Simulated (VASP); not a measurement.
# Mg3O4 in VASP: further runs

Mg3O4 is run at these levels: PBE; tasks: single point.

All numbers are computed with VASP 6.6.1; they aren't measurements. Logs are shortened: lines on timing, memory, paths and dates and some standing lists are left out, and cuts for length are marked.

**1. The cell of the first run**

The cell holds a slab with vacuum, 7 atoms: a = 3.009 Å, b = 3.009 Å, c = 19.780 Å, α = 90.00°, β = 90.00°, γ = 90.00°.

**2. Single point, PBE, collinear spin**

The input, INCAR:

```
SYSTEM = Mg3O4
PREC     = Accurate       ! precision mode
ENCUT    = 520            ! plane-wave cutoff, eV
EDIFF    = 1E-6           ! SCF threshold, eV
ISMEAR   = 0              ! smearing method
SIGMA    = 0.05           ! smearing width, eV
LREAL    = .FALSE.        ! projectors in reciprocal space
LASPH    = .TRUE.         ! aspherical terms in the spheres
NELM     = 150            ! most SCF steps
ALGO     = Normal         ! electronic algorithm
ISIF     = 2              ! what is computed and relaxed
LWAVE    = .FALSE.        ! write WAVECAR
LCHARG   = .FALSE.        ! write CHGCAR
ISPIN    = 2              ! spin polarisation
MAGMOM   = 0 0 0 0 0 0 2  ! initial moments
LORBIT   = 11             ! projections on sites
LDIPOL   = .TRUE.       
IDIPOL   = 3            
DIPOL    = 0.5 0.5 0.340
GGA      = PE             ! functional
NBANDS   = 28             ! bands
```

The input, KPOINTS:

```
Automatic mesh
0
G
  9 9 1
  0 0 0
```

The input, POSCAR:

```
Mg3O4
1.0
    3.0085896345      0.0000000000      0.0000000000
    0.0000000000      3.0085896345      0.0000000000
    0.0000000000      0.0000000000     19.7799623498
Mg O
3 4
Direct
    0.5000000000      0.5000000000      0.2022248541
    0.0000000000      0.0000000000      0.3100331121
    0.5000000000      0.5000000000      0.4161289127
    0.0000000000      0.0000000000      0.2022248541
    0.5000000000      0.5000000000      0.3095409237
    0.0000000000      0.0000000000      0.4186035445
    0.3750000000      0.5000000000      0.5188915346
```

Potentials or basis: VASP PAW PBE potentials, release 64 (Mg, O).

Started as:

```
cat potpaw_PBE.64/Mg/POTCAR potpaw_PBE.64/O/POTCAR > POTCAR
mpirun -np 1 vasp_std > vasp.out
```

OUTCAR:

```text
SYSTEM = Mg3O4
   PREC = Accurate
   ENCUT = 520
   EDIFF = 1E-6
   ISMEAR = 0
   LREAL = .FALSE.
   LASPH = .TRUE.
   NELM = 150
   ISIF = 2
   ISPIN = 2
   LORBIT = 11
   GGA = PE

 ion  position               nearest neighbor table
   1  0.500  0.500  0.202-   5 2.12   4 2.13   4 2.13   4 2.13   4 2.13   2 3.01   2 3.01   2 3.01
                             2 3.01
   2  0.000  0.000  0.310-   5 2.13   5 2.13   5 2.13   5 2.13   4 2.13   6 2.15   3 2.99   3 2.99
                             3 2.99   3 2.99   1 3.01   1 3.01   1 3.01   1 3.01
   3  0.500  0.500  0.416-   7 2.07   5 2.11   6 2.13   6 2.13   6 2.13   6 2.13   2 2.99   2 2.99
                             2 2.99   2 2.99
   4  0.000  0.000  0.202-   1 2.13   1 2.13   1 2.13   1 2.13   2 2.13
   5  0.500  0.500  0.310-   3 2.11   1 2.12   2 2.13   2 2.13   2 2.13   2 2.13
   6  0.000  0.000  0.419-   3 2.13   3 2.13   3 2.13   3 2.13   2 2.15
   7  0.375  0.500  0.519-   3 2.07

  LATTYP: Found a simple tetragonal cell.
 ALAT       =     3.0085896345
 C/A-ratio  =     6.5744966090

  Lattice vectors:

 A1 = (   3.0085896345,   0.0000000000,   0.0000000000)
 A2 = (   0.0000000000,   3.0085896345,   0.0000000000)
 A3 = (   0.0000000000,   0.0000000000,  19.7799623498)

Analysis of symmetry for initial positions (statically):
=====================================================================
 Subroutine PRICEL returns:
 Original cell was already a primitive cell.

 Routine SETGRP: Setting up the symmetry group for a
 simple tetragonal supercell.

 Subroutine GETGRP returns: Found  2 space group operations
 (whereof  2 operations were pure point group operations)
 out of a pool of 16 trial point group operations.

The static configuration has the point symmetry C_1h.

Analysis of symmetry for dynamics (positions and initial velocities):
=====================================================================
 Subroutine PRICEL returns:
 Original cell was already a primitive cell.

 Routine SETGRP: Setting up the symmetry group for a
 simple tetragonal supercell.

 Subroutine GETGRP returns: Found  2 space group operations
 (whereof  2 operations were pure point group operations)
 out of a pool of 16 trial point group operations.

The dynamic configuration has the point symmetry C_1h.

Analysis of structural, dynamic, and magnetic symmetry:
=====================================================================
 Subroutine PRICEL returns:
 Original cell was already a primitive cell.

[... 163 lines left out ...]
  ext. energy  EPLUGINS =         0.00000000
  ---------------------------------------------------
  free energy    TOTEN  =       -37.37069236 eV

  energy without entropy =      -37.37069236  energy(sigma->0) =      -37.37069236

 E-fermi :  -2.6948     XC(G=0):  -4.9340

 val. band max:       -2.8926345255   @ k =   0.0000   0.1111   0.0000
 cond. band min:      -2.4926004710   @ k =   0.4444   0.4444   0.0000
 fundamental gap:      0.4000340545
 Fermi energy:        -2.6948252301

 spin component 1

 k-point     1 :       0.0000    0.0000    0.0000
  band No.  band energies     occupation
      1     -20.7312      1.00000
      2     -20.1433      1.00000
      3     -19.3581      1.00000
      4     -18.9431      1.00000
      5      -6.7123      1.00000
      6      -5.9107      1.00000
[... 709 lines left out ...]
     26       8.9008      0.00000
     27       9.0823      0.00000

 [... further k-points ...]

 spin component 2

 k-point     1 :       0.0000    0.0000    0.0000
  band No.  band energies     occupation
      1     -20.1229      1.00000
      2     -19.3188      1.00000
      3     -18.8199      1.00000
      4     -17.5747      1.00000
      5      -6.6113      1.00000
      6      -5.1441      1.00000
[... 709 lines left out ...]
     26       9.0564      0.00000
     27       9.1330      0.00000

 [... further k-points ...]

 [bands above 27 left out]

------------------------ aborting loop because EDIFF is reached ----------------------------------------

 vacuum level on the upper side and lower side of the slab       (xc-potential included)         2.009        -2.030

  FORCE on cell =-STRESS in cart. coord.  units (eV):
  Direction    XX          YY          ZZ          XY          YZ          ZX
  --------------------------------------------------------------------------------------
  -------------------------------------------------------------------------------------
  Total       -2.8912526     -2.9136519     -0.0201074      0.0000000      0.0000000     -0.5475358
  in kB      -25.8729079    -26.0733528     -0.1799349      0.0000000      0.0000000     -4.8997257
  external PRESSURE =     -17.3753985 kB  Pullay stress =       0.0000000 kB

 VOLUME and BASIS-vectors are now :
 -----------------------------------------------------------------------------
  energy-cutoff  :      520.00
  volume of cell :      179.04
      direct lattice vectors                 reciprocal lattice vectors
     3.008589634  0.000000000  0.000000000     0.332381654  0.000000000  0.000000000
     0.000000000  3.008589634  0.000000000     0.000000000  0.332381654  0.000000000
     0.000000000  0.000000000 19.779962350     0.000000000  0.000000000  0.050556214

 POSITION                                       TOTAL-FORCE (eV/Angst)
 -----------------------------------------------------------------------------------
      1.50429      1.50429      4.00000         0.001184      0.000000      0.449948
      0.00000      0.00000      6.13244         0.024227      0.000000     -0.034754
      1.50429      1.50429      8.23101         0.129505      0.000000      1.025465
      0.00000      0.00000      4.00000         0.002197      0.000000     -0.430330
      1.50429      1.50429      6.12271         0.030122      0.000000     -0.060449
      0.00000      0.00000      8.27996         0.020667      0.000000     -0.941296
      1.12822      1.50429     10.26366        -0.207902      0.000000     -0.008584
 -----------------------------------------------------------------------------------
    total drift:                                0.000510      0.000000     -0.002325

  FREE ENERGIE OF THE ION-ELECTRON SYSTEM (eV)
  ---------------------------------------------------
  free  energy   TOTEN  =       -37.3706923577 eV

  energy  without entropy=      -37.3706923576  energy(sigma->0) =      -37.37069236

 vacuum level on the upper side and lower side of the slab         5.573         1.410

 total charge

# of ion       s       p       d       tot
------------------------------------------
    1        0.141   0.150   0.062   0.353
    2        0.147   0.170   0.073   0.390
    3        0.143   0.169   0.073   0.385
    4        1.543   3.491   0.000   5.034
    5        1.544   3.540   0.000   5.084
    6        1.554   3.450   0.000   5.004
    7        1.618   3.013   0.000   4.631
--------------------------------------------------
tot          6.689  13.983   0.207  20.880

 magnetization (x)

# of ion       s       p       d       tot
------------------------------------------
    1       -0.000   0.000   0.000   0.000
    2        0.000   0.002   0.001   0.004
    3       -0.003  -0.004  -0.001  -0.008
    4        0.000   0.001   0.000   0.001
    5        0.000   0.016   0.000   0.016
    6        0.007   0.222   0.000   0.229
    7        0.016   1.354   0.000   1.371
--------------------------------------------------
tot          0.020   1.592   0.001   1.613
```

OSZICAR:

```text
N       E                     dE             d eps       ncg     rms          rms(c)
DAV:   1     0.214185676295E+03    0.21419E+03   -0.12404E+04  2800   0.868E+02
DAV:   2    -0.164368734707E+02   -0.23062E+03   -0.21357E+03  3832   0.216E+02
DAV:   3    -0.425403461727E+02   -0.26103E+02   -0.25800E+02  3524   0.766E+01
[... 22 lines left out ...]
DAV:  26    -0.373706783960E+02   -0.20383E-04   -0.77709E-07  2444   0.480E-03    0.110E-03
DAV:  27    -0.373706843249E+02   -0.59289E-05   -0.23890E-07  2364   0.384E-03    0.681E-04
DAV:  28    -0.373706894705E+02   -0.51456E-05   -0.28857E-07  2364   0.389E-03    0.583E-04
DAV:  29    -0.373706916009E+02   -0.21304E-05   -0.10158E-07  2412   0.247E-03    0.392E-04
DAV:  30    -0.373706923577E+02   -0.75673E-06   -0.50832E-08  2440   0.154E-03
   1 F= -.37370692E+02 E0= -.37370692E+02  d E =-.116177E-09  mag=     2.0000
```

stdout:

```text
POSCAR found type information on POSCAR MgO
 POSCAR found :  2 types and       7 ions
 scaLAPACK will be used
 LDA part: xc-table for (Slater+PW92), standard interpolation
 POSCAR, INCAR and KPOINTS ok, starting setup
 FFT: planning ... GRIDC
 FFT: planning ... GRID_SOFT
 FFT: planning ... GRID
 WAVECAR not read
 entering main loop
```

It took 3 min on 1 thread of Intel Xeon 6975P-C (Granite Rapids), shared host; peak memory 0.44 GiB.

Results:

- Free energy: -37.3707 eV
- Largest force: 1.034 eV/Å
- Band gap on the k mesh: 0.40 eV (least direct gap 0.84 eV)
- Net moment: 2.00 μB per cell
- Site moments: Mg +0.00, -0.01 (each value once); O +0.00, +0.02, +0.23, +1.37 μB
- Valence electrons inside the program's atomic spheres: Mg 0.35, 0.39 (each value once); O 5.03, 5.08, 5.00, 4.63

Forces on the atoms (eV/Å):
```
Mg   0.001  0.000  0.450
Mg   0.024  0.000 -0.035
Mg   0.130  0.000  1.025
O    0.002  0.000 -0.430
O    0.030  0.000 -0.060
O    0.021  0.000 -0.941
O   -0.208  0.000 -0.009
```

Caveat: semilocal functionals underestimate gaps, and a narrow one can read as zero.

**3. Single point, PBE, collinear spin**

The input, INCAR:

```
SYSTEM = Mg3O4
PREC = Accurate ; ENCUT = 520
EDIFF = 1E-6 ; ISMEAR = 0
SIGMA = 0.05 ; LREAL = .FALSE.
LASPH = .TRUE. ; NELM = 150
ALGO = Normal ; ISIF = 2
LWAVE = .FALSE. ; LCHARG = .FALSE.
ISPIN = 2 ; MAGMOM = 0 0 0 0 0 0 2
LORBIT = 11 ; LDIPOL = .TRUE.
IDIPOL = 3 ; DIPOL = 0.5 0.5 0.334
GGA = PE ; NBANDS = 28
```

The input, KPOINTS:

```
regular mesh
0
G
  9 9 1
  0 0 0
```

Changes to POSCAR since step 2:

```diff
@@ -14,2 +14,2 @@
     0.0000000000      0.0000000000      0.4186035445
-    0.3750000000      0.5000000000      0.5188915346
+    0.0000000000      0.3750000000      0.4783752281
```

Potentials or basis: VASP PAW PBE potentials, release 64 (Mg, O).

Started as:

```
cat potpaw_PBE.64/Mg/POTCAR potpaw_PBE.64/O/POTCAR > POTCAR
mpirun -np 1 vasp_std > vasp.out
```

Wall time 12 min (1 thread of Oxide Virtual Turin-like, shared host); peak memory 0.4 GiB.

Results (log left out):

```
Free energy                                           : -37.5044 eV
Largest force                                         : 3.061 eV/Å
Band gap on the k mesh                                : 0.05 eV (least direct gap 0.78 eV)
Net moment                                            : 0.00 μB per cell
Valence electrons inside the program's atomic spheres : Mg 0.35, 0.39, 0.43; O 5.03, 5.08, 4.99, 4.86
```

Forces on the atoms (eV/Å):
```
Mg   0.000  0.005  0.340
Mg   0.000  0.167 -0.248
Mg   0.000  0.409  2.085
O    0.000  0.009 -0.325
O    0.000  0.222  0.098
O    0.000  2.247 -2.017
O    0.000 -3.060  0.067
```

Levels at points of the mesh, in eV from the valence-band top:
Spin up:
| k point | band 11 | band 12 | band 13 | band 14 | band 15 | band 16 | band 17 | band 18 | band 19 | band 20 |
| --- | --- | --- | --- | --- | --- | --- | --- | --- | --- | --- |
| (0.00, 0.00, 0.00) | -3.66 | -3.55 | -3.48 | -1.90 | -0.73 | 0.05 | 1.30 | 2.04 | 3.26 | 4.42 |
Spin down:
```
           k point  band 12  band 13  band 14  band 15  band 16  band 17  band 18  band 19
(0.00, 0.00, 0.00)    -3.55    -3.48    -1.90    -0.73     0.05     1.30     2.03     3.25
```

Caveat: semilocal functionals underestimate gaps, and a narrow one can read as zero.

(Part 1 of 2 ends here.)
